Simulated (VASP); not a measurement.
# MgO (I4/mmm) in VASP: further runs

Runs on MgO. Level: r2SCAN. Tasks: single point.

Everything below comes from runs of VASP 6.6.1. Logs are shortened: lines on timing, memory, paths and dates and some standing lists are left out, and cuts for length are marked.

## (1) The cell of the first run

Symmetry: I4/mmm, No. 139, tetragonal system. Conventional cell: a = 3.032 Å, b = 3.032 Å, c = 4.156 Å, α = 90.00°, β = 90.00°, γ = 90.00°. Mg (site symmetry 4/mmm) has 6 O at 2.08 to 2.14 Å within 2.8 Å. O (site symmetry 4/mmm) has 6 Mg at 2.08 to 2.14 Å within 2.8 Å.

## (2) Single point, r2SCAN (epitaxial xy strain +2.0%)

Input file POSCAR:

```
MgO
1.0
    0.0000000000      2.1442107638      2.0779648331
    2.1442107638      0.0000000000      2.0779648331
    2.1442107638      2.1442107638      0.0000000000
Mg O
1 1
Direct
    0.0000000000      0.0000000000      0.0000000000
    0.5000000000      0.5000000000      0.5000000000
```

Input file INCAR.step1:

```
  PREC = Accurate
  ENCUT = 920
  ISMEAR = 0
  SIGMA = 0.01
  LREAL = False
  LASPH = True
  NELM = 120
  NBANDS = 15
  GGA = PE
  ALGO = Normal
  EDIFF = 1E-5
  LWAVE = True
  LCHARG = False
  GGA_COMPAT = False
```

Input file INCAR.step2:

```
  PREC = Accurate
  ENCUT = 920
  EDIFF = 1E-6
  ISMEAR = 0
  SIGMA = 0.01
  LREAL = False
  LASPH = True
  NELM = 120
  ALGO = Normal
  ISIF = 2
  LWAVE = False
  LCHARG = False
  METAGGA = R2SCAN
  LMIXTAU = True
  NBANDS = 15
  ISTART = 1
  GGA_COMPAT = False
```

Input file KPOINTS:

```
regular mesh
0
Gamma
  10 10 10
```

Potentials or basis: VASP PAW PBE potentials, release 64 (Mg_sv, O).

Launch:

```
> cat potpaw_PBE.64/Mg_sv/POTCAR potpaw_PBE.64/O/POTCAR > POTCAR
> cp INCAR.step1 INCAR
> mpirun -np 1 vasp_std > vasp.out
> cp INCAR.step2 INCAR
> mpirun -np 1 vasp_std > vasp.out
```

OUTCAR:

```text
PREC = Accurate
   ENCUT = 920
   EDIFF = 1E-6
   ISMEAR = 0
   LREAL = False
   LASPH = True
   NELM = 120
   ISIF = 2
   METAGGA = R2SCAN
   ISTART = 1

 ion  position               nearest neighbor table
   1  0.000  0.000  0.000-   2 2.08   2 2.08
   2  0.500  0.500  0.500-   1 2.08   1 2.08

  LATTYP: Found a body centered tetragonal cell.
 ALAT       =     3.0323719428
 C/A-ratio  =     1.3705210788

  Lattice vectors:

 A1 = (   0.0000000000,  -2.1442107638,  -2.0779648331)
 A2 = (   0.0000000000,   2.1442107638,  -2.0779648331)
 A3 = (   2.1442107638,   0.0000000000,   2.0779648331)

Analysis of symmetry for initial positions (statically):
=====================================================================
 Subroutine PRICEL returns:
 Original cell was already a primitive cell.

 Routine SETGRP: Setting up the symmetry group for a
 body centered tetragonal supercell.

 Subroutine GETGRP returns: Found 16 space group operations
 (whereof 16 operations were pure point group operations)
 out of a pool of 16 trial point group operations.

The static configuration has the point symmetry D_4h.

Analysis of symmetry for dynamics (positions and initial velocities):
=====================================================================
 Subroutine PRICEL returns:
 Original cell was already a primitive cell.

 Routine SETGRP: Setting up the symmetry group for a
 body centered tetragonal supercell.

 Subroutine GETGRP returns: Found 16 space group operations
 (whereof 16 operations were pure point group operations)
 out of a pool of 16 trial point group operations.

The dynamic configuration has the point symmetry D_4h.

 Subroutine INISYM returns: Found 16 space group operations
 (whereof 16 operations are pure point group operations),
 and found     1 'primitive' translations

----------------------------------------------------------------------------------------

                                     Primitive cell

  volume of cell :      19.1075

  direct lattice vectors                    reciprocal lattice vectors
     0.000000000  2.144210764  2.077964833    -0.233186032  0.233186032  0.240620049
     2.144210764  0.000000000  2.077964833     0.233186032 -0.233186032  0.240620049
     2.144210764  2.144210764  0.000000000     0.233186032  0.233186032 -0.240620049

  length of vectors
     2.985896456  2.985896456  3.032371943     0.408227215  0.408227215  0.408227215

  position of ions in fractional coordinates (direct lattice)
     0.000000000  0.000000000  0.000000000
     0.500000000  0.500000000  0.500000000

  ion indices of the primitive-cell ions
   primitive index   ion index
                 1           1
                 2           2

----------------------------------------------------------------------------------------

 KPOINTS: regular mesh

Automatic generation of k-mesh.
 Grid dimensions read from file:
 generate k-points for:   10   10   10

 Generating k-lattice:

  Cartesian coordinates                     Fractional coordinates (reciprocal lattice)
    -0.023318603  0.023318603  0.024062005     0.100000000 -0.000000000  0.000000000
     0.023318603 -0.023318603  0.024062005    -0.000000000  0.100000000  0.000000000
     0.023318603  0.023318603 -0.024062005     0.000000000  0.000000000  0.100000000

  Length of vectors
     0.040822722  0.040822722  0.040822722

  Shift w.r.t. Gamma in fractional coordinates (k-lattice)
     0.000000000  0.000000000  0.000000000

 Subroutine IBZKPT returns following result:
 ===========================================

 Found    102 irreducible k-points:

 Following reciprocal coordinates:
            Coordinates               Weight
  0.000000  0.000000  0.000000      1.000000
  0.100000 -0.000000  0.000000      8.000000
  0.200000 -0.000000  0.000000      8.000000
  0.300000  0.000000  0.000000      8.000000
  0.400000 -0.000000  0.000000      8.000000
  0.500000 -0.000000  0.000000      4.000000
[... 16 lines left out ...]
  0.300000  0.300000  0.000000      2.000000
  0.400000  0.300000  0.000000      8.000000
 [... further k-points ...]
   k-points           NKPTS =    102   k-points in BZ     NKDIM =    102   number of bands    NBANDS=     15
   number of dos      NEDOS =    301   number of ions     NIONS =      2
   total plane-waves  NPLWV =  27000
   dimension x,y,z NGX =    30 NGY =   30 NGZ =   30
   dimension x,y,z NGXF=    60 NGYF=   60 NGZF=   60
   ions per type =               1   1
   NGX,Y,Z   is equivalent  to a cutoff of  16.70, 16.70, 16.45 a.u.
   NGXF,Y,Z  is equivalent  to a cutoff of  33.41, 33.41, 32.89 a.u.
 SYSTEM =  unknown system
   PREC   = accura    normal or accurate (medium, high low for compatibility)
   ISTART =      1    job   : 0-new  1-cont  2-samecut
   ICHARG =      0    charge: 1-file 2-atom 10-const
   ISPIN  =      1    spin polarized calculation?
   LNONCOLLINEAR =      F non collinear calculations
   LSORBIT =      F    spin-orbit coupling
   LASPH  =      T    aspherical Exc in radial PAW
   ENCUT  =  920.0 eV  67.62 Ry    8.22 a.u.   7.38  7.38  7.50*2*pi/ulx,y,z
   NELM   =    120;   NELMIN=  2; NELMDL=  0     # of ELM steps
   EDIFF  = 0.1E-05   stopping-criterion for ELM
   LREAL  =      F    real-space projection
   EDIFFG = 0.1E-04   stopping-criterion for IOM
   NSW    =      0    number of steps for IOM
   IBRION =     -1    ionic relax: 0-MD 1-quasi-New 2-CG
   NFREE  =      0    steps in history (QN), initial steepest desc. (CG)
   ISIF   =      2    stress and relaxation
   ISYM   =      2    0-nonsym 1-usesym 2-fastsym
   POTIM  = 0.5000    time-step for ionic-motion
   TEBEG  =    0.0;   TEEND  =   0.0 temperature during run
   PSTRESS=    0.0 pullay stress
   NELECT =      16.0000    total number of electrons
   NUPDOWN=      -1.0000    fix difference up-down
   EMIN   =  10.00;   EMAX   =-10.00  energy-range for DOS
   EFERMI =   0.00;   METHOD = LEGACY
   ISMEAR =     0;   SIGMA  =   0.01  broadening in eV -4-tet -1-fermi 0-gaus
   EFERMI_NEDOS =   21; number of points for ismear=-14 and -15
   IALGO  =     38    algorithm
   IMIX   =      4    mixing-type and parameters
     AMIX     =   0.40;   BMIX     =  1.00
     AMIX_MAG =   1.60;   BMIX_MAG =  1.00
  volume/ion in A,a.u.               =       9.55        64.47
  Fermi-wavevector in a.u.,A,eV,Ry     =   1.543052  2.915945 32.395584  2.381008
  Thomas-Fermi vector in A             =   2.648769
   LORBIT       =      0    0 simple, 1 ext, 2 COOP (PROOUT), +10 PAW based schemes
   METAGGA = R2SCAN    functional components
   LHFCALC =     F    Hartree Fock is set to
   AEXX    =    0.0000 exact exchange contribution
   IVDW    =     0    specifies the selected vdW correction
   LEPSILON=     F    determine dielectric tensor
   LRPA    =     F    only Hartree local field effects (RPA)
 non-spin polarized calculation
 Gauss-broadening in eV      SIGMA  =   0.01
  energy-cutoff  :      920.00
  volume of cell :       19.11
 maximum number of plane-waves:      1238
 NGX is ok and might be reduce to    30
   NGX = 15   NGY = 15   NGZ = 15

 number of electron      15.9999996 magnetization

 Free energy of the ion-electron system (eV)
  ---------------------------------------------------
  ext. energy  EPLUGINS =         0.00000000
  ---------------------------------------------------
  free energy    TOTEN  =       -16.14218169 eV

  energy without entropy =      -16.14218169  energy(sigma->0) =      -16.14218169

 E-fermi :   2.4507     XC(G=0): -11.9156

 val. band max:        2.3714177746   @ k =   0.0000   0.0000   0.0000
 cond. band min:       7.7616138537   @ k =   0.0000   0.0000   0.0000
 fundamental gap:      5.3901960791
 Fermi energy:         2.4506614356

 k-point     1 :       0.0000    0.0000    0.0000
  band No.  band energies     occupation
      1     -72.7020      2.00000
      2     -37.7973      2.00000
      3     -37.7973      2.00000
      4     -37.7760      2.00000
      5     -15.7288      2.00000
      6       2.2971      2.00000
      7       2.3714      2.00000
      8       2.3714      2.00000
      9       7.7616      0.00000
     10      18.9791      0.00000
     11      18.9791      0.00000
     12      19.3066      0.00000
     13      23.1302      0.00000
     14      24.4076      0.00000
     15      25.4731      0.00000

 k-point     2 :       0.1000   -0.0000    0.0000
  band No.  band energies     occupation
      1     -72.7013      2.00000
      2     -37.8026      2.00000
      3     -37.7982      2.00000
      4     -37.7786      2.00000
      5     -15.6264      2.00000
      6       1.7248      2.00000
      7       2.2636      2.00000
      8       2.2983      2.00000
      9       8.3748      0.00000
     10      17.8391      0.00000
     11      19.2147      0.00000
     12      19.4510      0.00000
     13      23.7531      0.00000
     14      24.6253      0.00000
     15      24.8440      0.00000

 k-point     3 :       0.2000   -0.0000    0.0000
  band No.  band energies     occupation
      1     -72.6994      2.00000
      2     -37.8195      2.00000
      3     -37.8005      2.00000
      4     -37.7827      2.00000
      5     -15.3464      2.00000
      6       0.4387      2.00000
      7       2.1067      2.00000
      8       2.1131      2.00000
      9       9.5877      0.00000
     10      16.3200      0.00000
     11      19.6465      0.00000
     12      20.0045      0.00000
     13      23.1858      0.00000
     14      23.8325      0.00000
     15      25.8579      0.00000

 k-point     4 :       0.3000    0.0000    0.0000
  band No.  band energies     occupation
      1     -72.6972      2.00000
      2     -37.8423      2.00000
      3     -37.8035      2.00000
      4     -37.7857      2.00000
      5     -14.9728      2.00000
      6      -0.8593      2.00000
      7       1.8956      2.00000
      8       1.9225      2.00000
      9      10.5712      0.00000
     10      15.6259      0.00000
     11      19.6579      0.00000
     12      20.2623      0.00000
     13      23.8083      0.00000
     14      24.1107      0.00000
     15      25.3062      0.00000
[... 307 lines left out ...]
 k-point    22 :      -0.2000    0.2000    0.0000
  band No.  band energies     occupation
      1     -72.6965      2.00000
      2     -37.8404      2.00000
      3     -37.8029      2.00000
      4     -37.7959      2.00000
      5     -14.8846      2.00000
      6      -0.5855      2.00000
      7       1.0233      2.00000
      8       1.8905      2.00000
      9      11.5313      0.00000
     10      15.3274      0.00000
     11      18.4350      0.00000
     12      20.8820      0.00000
     13      21.6418      0.00000
     14      24.8684      0.00000
     15      28.9465      0.00000

 k-point    23 :       0.3000    0.3000    0.0000
  band No.  band energies     occupation
      1     -72.6953      2.00000
      2     -37.8218      2.00000
      3     -37.8156      2.00000
      4     -37.8156      2.00000
      5     -14.7518      2.00000
      6      -0.7234      2.00000
      7       1.3657      2.00000
      8       1.3657      2.00000
      9      11.9773      0.00000
     10      13.5301      0.00000
     11      18.1825      0.00000
     12      21.1215      0.00000
     13      21.1215      0.00000
     14      27.2888      0.00000
     15      31.4007      0.00000

 k-point    24 :       0.4000    0.3000    0.0000
  band No.  band energies     occupation
      1     -72.6937      2.00000
      2     -37.8350      2.00000
      3     -37.8187      2.00000
      4     -37.8165      2.00000
      5     -14.5260      2.00000
      6      -1.1253      2.00000
      7       1.0238      2.00000
      8       1.2077      2.00000
      9      12.7232      0.00000
     10      13.2567      0.00000
     11      17.2650      0.00000
     12      21.3573      0.00000
     13      21.6230      0.00000
     14      28.1512      0.00000
     15      30.7958      0.00000

 [... further k-points ...]

------------------------ aborting loop because EDIFF is reached ----------------------------------------

  FORCE on cell =-STRESS in cart. coord.  units (eV):
  Direction    XX          YY          ZZ          XY          YZ          ZX
  --------------------------------------------------------------------------------------
  -------------------------------------------------------------------------------------
  Total       -0.6600464     -0.6600464      0.0838921      0.0000000      0.0000000     -0.0000000
  in kB      -55.3454484    -55.3454484      7.0344252      0.0000000      0.0000000     -0.0000000
  external PRESSURE =     -34.5521572 kB  Pullay stress =       0.0000000 kB

 VOLUME and BASIS-vectors are now :
 -----------------------------------------------------------------------------
  energy-cutoff  :      920.00
  volume of cell :       19.11
      direct lattice vectors                 reciprocal lattice vectors
     0.000000000  2.144210764  2.077964833    -0.233186032  0.233186032  0.240620049
     2.144210764  0.000000000  2.077964833     0.233186032 -0.233186032  0.240620049
     2.144210764  2.144210764  0.000000000     0.233186032  0.233186032 -0.240620049

 POSITION                                       TOTAL-FORCE (eV/Angst)
 -----------------------------------------------------------------------------------
      0.00000      0.00000      0.00000         0.000000      0.000000      0.000000
      2.14421      2.14421      2.07796         0.000000      0.000000     -0.000000
 -----------------------------------------------------------------------------------
    total drift:                                0.000000      0.000000      0.000000

  FREE ENERGIE OF THE ION-ELECTRON SYSTEM (eV)
  ---------------------------------------------------
  free  energy   TOTEN  =       -16.1421816906 eV

  energy  without entropy=      -16.1421816906  energy(sigma->0) =      -16.14218169
```

It took 4.3 min on 1 thread of Intel Xeon Platinum 8259CL at 2.50GHz (Skylake/Cascade Lake), shared host; peak memory 0.21 GiB.

Results:

- Free energy: -16.1422 eV
- Pressure: -3.5 GPa
- Band gap on the k mesh: 5.39 eV

Stress tensor (GPa, compression positive):
```
-5.53  0.00  0.00
 0.00 -5.53  0.00
 0.00  0.00  0.70
```

Caveat: the cell differs from its parent crystal (epitaxial xy strain +2.0%); the stress differs along the axes, from -6 to 1 GPa; the PAW data sets were made with another functional, which shifts forces and pressure a little.

## (3) Single point, r2SCAN (epitaxial xy strain -4.0%)

Input file POSCAR:

```
MgO
1.0
    0.0000000000      2.0180807188      2.1596961461
    2.0180807188      0.0000000000      2.1596961461
    2.0180807188      2.0180807188      0.0000000000
Mg O
1 1
Direct
    0.0000000000      0.0000000000      0.0000000000
    0.5000000000      0.5000000000      0.5000000000
```

Input file INCAR.step1:

```
PREC = Accurate
ENCUT = 920
ISMEAR = 0
SIGMA = 0.01
LREAL = F
LASPH = T
NELM = 120
NBANDS = 15
GGA = PE
ALGO = Normal
EDIFF = 1E-5
LWAVE = T
LCHARG = F
GGA_COMPAT = F
```

Input file INCAR.step2:

```
PREC = Accurate
ENCUT = 920
EDIFF = 1E-6
ISMEAR = 0
SIGMA = 0.01
LREAL = F
LASPH = T
NELM = 120
ALGO = Normal
ISIF = 2
LWAVE = F
LCHARG = T
METAGGA = R2SCAN
LMIXTAU = T
LELF = T
LVHAR = T
NBANDS = 15
ISTART = 1
GGA_COMPAT = F
```

KPOINTS is that of step 2.

Potentials or basis: VASP PAW PBE potentials, release 64 (Mg_sv, O).

Launch:

```
> cat potpaw_PBE.64/Mg_sv/POTCAR potpaw_PBE.64/O/POTCAR > POTCAR
> cp INCAR.step1 INCAR
> mpirun -np 1 vasp_std > vasp.out
> cp INCAR.step2 INCAR
> mpirun -np 1 vasp_std > vasp.out
```

Wall time 1.7 min (1 thread of Intel Xeon 6975P-C (Granite Rapids), shared host); peak memory 0.2 GiB.

Results (log left out):

```
Free energy            : -16.0719 eV
Pressure               : 12.6 GPa
Band gap on the k mesh : 6.16 eV
```

Stress tensor (GPa, compression positive):
```
18.62  0.00  0.00
 0.00 18.62  0.00
 0.00  0.00  0.43
```

Levels at points of the mesh, in eV from the valence-band top:
```tsv
k point	band 4	band 5	band 6	band 7	band 8	band 9	band 10	band 11	band 12	band 13
(0.00, 0.00, 0.00)	-39.86	-18.57	-0.10	-0.10	0.00	6.16	16.70	17.47	17.47	21.51
(0.50, 0.00, 0.00)	-39.86	-17.13	-4.93	-0.91	-0.73	9.13	14.45	17.43	18.96	23.36
(0.50, 0.50, 0.00)	-39.88	-17.06	-4.55	-1.30	-1.30	10.58	11.96	14.32	21.93	21.93
(0.50, 0.00, 0.50)	-39.90	-16.85	-4.29	-1.83	-1.40	9.86	11.74	15.23	20.40	21.87
```

Caveat: the cell differs from its parent crystal (epitaxial xy strain -4.0%); the stress differs along the axes, from 0 to 19 GPa; the PAW data sets were made with another functional, which shifts forces and pressure a little.

## (4) Single point, r2SCAN (epitaxial xy strain -2.0%)

Input file POSCAR:

```
MgO
1.0
    0.0000000000      2.0601240671      2.1293490089
    2.0601240671      0.0000000000      2.1293490089
    2.0601240671      2.0601240671      0.0000000000
Mg O
1 1
Direct
    0.0000000000      0.0000000000      0.0000000000
    0.5000000000      0.5000000000      0.5000000000
```

Input file INCAR.step1:

```
  PREC = Accurate
  ENCUT = 920
  ISMEAR = 0
  SIGMA = 0.01
  LREAL = F
  LASPH = T
  NELM = 120
  NBANDS = 15
  GGA = PE
  ALGO = Normal
  EDIFF = 1E-5
  LWAVE = T
  LCHARG = F
  GGA_COMPAT = F
```

Input file INCAR.step2:

```
  PREC = Accurate
  ENCUT = 920
  EDIFF = 1E-6
  ISMEAR = 0
  SIGMA = 0.01
  LREAL = F
  LASPH = T
  NELM = 120
  ALGO = Normal
  ISIF = 2
  LWAVE = F
  LCHARG = F
  METAGGA = R2SCAN
  LMIXTAU = T
  NBANDS = 15
  ISTART = 1
  GGA_COMPAT = F
```

Input file KPOINTS:

```
Automatic mesh
0
Gamma
  10 10 10
```

Launch:

```
> cat potpaw_PBE.64/Mg_sv/POTCAR potpaw_PBE.64/O/POTCAR > POTCAR
> cp INCAR.step1 INCAR
> mpirun -np 1 vasp_std > vasp.out
> cp INCAR.step2 INCAR
> mpirun -np 1 vasp_std > vasp.out
```

It took 2.3 min on 1 thread of Intel Xeon 6975P-C (Granite Rapids), shared host; peak memory 0.21 GiB.

It converged, with:

* Free energy: -16.1341 eV
* Pressure: 5.8 GPa
* Band gap on the k mesh: 5.93 eV

Stress tensor (GPa, compression positive):
```
8.56 0.00 0.00
0.00 8.56 0.00
0.00 0.00 0.37
```

Levels at points of the mesh, in eV from the valence-band top:
```tsv
k point	band 5	band 6	band 7	band 8	band 9	band 10	band 11	band 12
(0.00, 0.00, 0.00)	-18.40	-0.06	-0.06	0.00	5.94	16.79	17.15	17.15
(0.50, 0.00, 0.00)	-17.03	-4.79	-0.79	-0.72	9.01	14.19	17.47	18.23
(0.50, 0.50, 0.00)	-16.89	-4.33	-1.35	-1.35	10.29	11.55	14.35	21.22
(0.50, 0.00, 0.50)	-16.79	-4.21	-1.60	-1.40	9.94	11.47	14.80	20.48
```

Caveat: the cell differs from its parent crystal (epitaxial xy strain -2.0%); the stress differs along the axes, from 0 to 9 GPa; the PAW data sets were made with another functional, which shifts forces and pressure a little.

## (5) Summary

```tsv
cell	gap on the mesh (eV)	pressure (GPa)
a = 2.986, b = 2.986, c = 3.032 Å, angles 59.5, 59.5, 61.0°, 2 atoms	5.39	-3.5
a = 2.956, b = 2.956, c = 2.854 Å, angles 61.1, 61.1, 57.7°, 2 atoms	6.16	12.6
a = 2.963, b = 2.963, c = 2.913 Å, angles 60.5, 60.5, 58.9°, 2 atoms	5.93	5.8
```

Alike in all rows: task single point; level r2SCAN; potentials or basis VASP PAW PBE potentials, release 64 (Mg_sv, O); no spin polarisation; k mesh 10 × 10 × 10; cutoff (eV) 920; smearing gaussian 0.01 eV.

Caveats: the PAW data sets were made with another functional, which shifts forces and pressure a little; the stress differs along the axes, from -6 to 1 GPa (at least some runs); the stress differs along the axes, from 0 to 19 GPa (at least some runs); the stress differs along the axes, from 0 to 9 GPa (at least some runs).

Total energies depend on the potentials used, so only differences within one code and one set of settings carry meaning.
